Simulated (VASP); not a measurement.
Wanted: the native input for a VASP 6.6.1 run.

```yaml
Task: single point
Functional: PBE
Potentials_or_basis: VASP PAW PBE potentials, release 64 (Si, C)
Cutoff: 520 eV
k_mesh: 6 × 6 × 4
Occupations: gaussian, width 0.1 eV
Spin: collinear spin, ferromagnetic start
Starting_moments: "[0.0, 1.0, 1.0, 1.0, 1.0] μB"
Dipole_correction: no
Further_INCAR_settings: ALGO = Normal; EDIFF = 1e-06; NBANDS = 22
```

The structure of SiC4 lies in POSCAR:

```
SiC4
1.0
    3.1623547375      0.0000000000      0.0000000000
    0.0000000000      3.1623547375      0.0000000000
    0.0000000000      0.0000000000      3.9562623229
Si C
1 4
Direct
    0.5000000000      0.5000000000      0.0000000000
    0.0000000000      0.5000000000      0.6794483369
    0.5000000000      0.0000000000      0.6794483369
    0.0000000000      0.5000000000      0.3205516631
    0.5000000000      0.0000000000      0.3205516631
```

These files were run (other wordings do the same):

INCAR

```
SYSTEM = SiC4
PREC = Accurate
ENCUT = 520
EDIFF = 1E-6
ISMEAR = 0
SIGMA = 0.1
LREAL = .FALSE.
LASPH = .TRUE.
NELM = 150
ALGO = Normal
ISIF = 2
LWAVE = .FALSE.
LCHARG = .TRUE.
ISPIN = 2
MAGMOM = 0 1 1 1 1
LORBIT = 11
GGA = PE
LELF = .TRUE.
LVHAR = .TRUE.
NBANDS = 22
```

KPOINTS

```
Automatic mesh
0
G
  6 6 4
  0 0 0
```

Potentials or basis: VASP PAW PBE potentials, release 64 (Si, C).

Run with:

```sh
$ cat potpaw_PBE.64/Si/POTCAR potpaw_PBE.64/C/POTCAR > POTCAR
$ mpirun -np 1 vasp_std > vasp.out
```

It gave:

The pressure is 0.3 GPa and the largest force is 0.070 eV/Å. The band gap on the k mesh is zero (filled and empty bands overlap) and the net moment is 0.00 μB per cell. The valence electrons inside the program's atomic spheres are Si 1.49; C 2.39.

Caveat: the k points lie up to 0.40 Å⁻¹ apart.

It took 19 s on 1 thread of Intel(R) Xeon(R) 6975P-C (Granite Rapids), with other jobs on the host, peak memory 0.17 GiB.
